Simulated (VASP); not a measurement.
A run of VASP 6.6.1 is set up as follows.

File POSCAR:

```
SiC
1.0
    3.0753564236      0.0000000000      0.0000000000
   -1.5376782118      2.6633367885      0.0000000000
    0.0000000000      0.0000000000      5.0481087552
Si C
2 2
Direct
    0.3333333333      0.6666666667      0.4995917705
    0.6666666667      0.3333333333      0.9995917705
    0.3333333333      0.6666666667      0.8754082295
    0.6666666667      0.3333333333      0.3754082295
```

Contents of INCAR.step1:

```
SYSTEM = SiC
PREC     = Accurate       ! precision mode
ENCUT    = 520            ! plane-wave cutoff, eV
EDIFF    = 1E-5           ! SCF threshold, eV
ISMEAR   = 0              ! smearing method
SIGMA    = 0.01           ! smearing width, eV
LREAL    = .FALSE.        ! projectors in reciprocal space
LASPH    = .TRUE.         ! aspherical terms in the spheres
NELM     = 60             ! most SCF steps
ALGO     = Normal         ! electronic algorithm
ISIF     = 2              ! what is computed and relaxed
LWAVE    = .TRUE.         ! write WAVECAR
LCHARG   = .FALSE.        ! write CHGCAR
NBANDS   = 16             ! bands
GGA      = PE             ! functional
```

File INCAR.step2:

```
SYSTEM = SiC
PREC     = Accurate       ! precision mode
ENCUT    = 520            ! plane-wave cutoff, eV
EDIFF    = 1E-6           ! SCF threshold, eV
ISMEAR   = 0              ! smearing method
SIGMA    = 0.01           ! smearing width, eV
LREAL    = .FALSE.        ! projectors in reciprocal space
LASPH    = .TRUE.         ! aspherical terms in the spheres
NELM     = 60             ! most SCF steps
ALGO     = Normal         ! electronic algorithm
ISIF     = 2              ! what is computed and relaxed
LWAVE    = .FALSE.        ! write WAVECAR
LCHARG   = .FALSE.        ! write CHGCAR
GGA      = PE             ! functional
LHFCALC  = .TRUE.         ! exact exchange
HFSCREEN = 0.2079         ! screening, 1/A
PRECFOCK = Normal       
NBANDS   = 16             ! bands
ISTART   = 1
```

KPOINTS

```
regular mesh
0
G
  6 6 2
  0 0 0
```

Potentials or basis: VASP PAW PBE potentials, release 64 (Si, C).

Launch:

```console
$ cat potpaw_PBE.64/Si/POTCAR potpaw_PBE.64/C/POTCAR > POTCAR
$ cp INCAR.step1 INCAR
$ mpirun -np 1 vasp_std > vasp.out
$ cp INCAR.step2 INCAR
$ mpirun -np 1 vasp_std > vasp.out
```

Task: Predict the pressure.

Result: -1.5 GPa.

Task: Estimate the largest force.

Result: 0.045 eV/Å.

Task: Estimate the band gap on the k mesh.

Result: 3.17 eV (least direct gap 5.07 eV).

Forces in eV/Å, atoms in the order of the input:
```
Si   0.000  0.000 -0.045
Si   0.000  0.000 -0.045
C    0.000  0.000  0.045
C    0.000  0.000  0.045
```

Caveat: the k points lie up to 0.62 Å⁻¹ apart; the PAW data sets were made with another functional, which shifts forces and pressure a little. A k mesh can miss the band edges.
